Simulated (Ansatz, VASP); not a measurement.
# TaN in VASP and in Ansatz

```xyz
6
Lattice="5.1611 0.0000 0.0000 -2.5806 4.4697 0.0000 0.0000 0.0000 2.8915" Properties=species:S:1:pos:R:3 pbc="T T T"
Ta    0.0000    2.9798    1.4457
Ta    2.5806    1.4899    1.4457
Ta    0.0000    0.0000    0.0000
N     2.0275    0.0000    0.0000
N     1.5668    2.7138    0.0000
N    -1.0138    1.7559    0.0000
```

Change from the starting cell: volume scaled by 0.98.

Alike in both runs: task single point; functional PBE; k mesh 6 × 6 × 9; occupations fermi-dirac, width 0.01 eV; no spin polarisation.

```csv
,VASP,Ansatz
version,VASP 6.6.1,Ansatz 0.2.0
potentials or method,"VASP PAW PBE potentials, release 64 (Ta_pv, N), cutoff 520 eV","all-electron LAPW, scalar-relativistic"
```

```tsv
	VASP	Ansatz	Ansatz less VASP
pressure (GPa)	12.8	12.0	-0.83
traceless stress, the component that is largest in VASP (GPa)	0.06	0.24	+0.178
rms of the force components (eV/Å)	0.061	0.052	-0.0091
```

Atom by atom the forces differ by 0.009 eV/Å (rms over components). Ansatz ran all-electron here, and VASP with PAW potentials.

Neither program's run includes spin-orbit coupling.
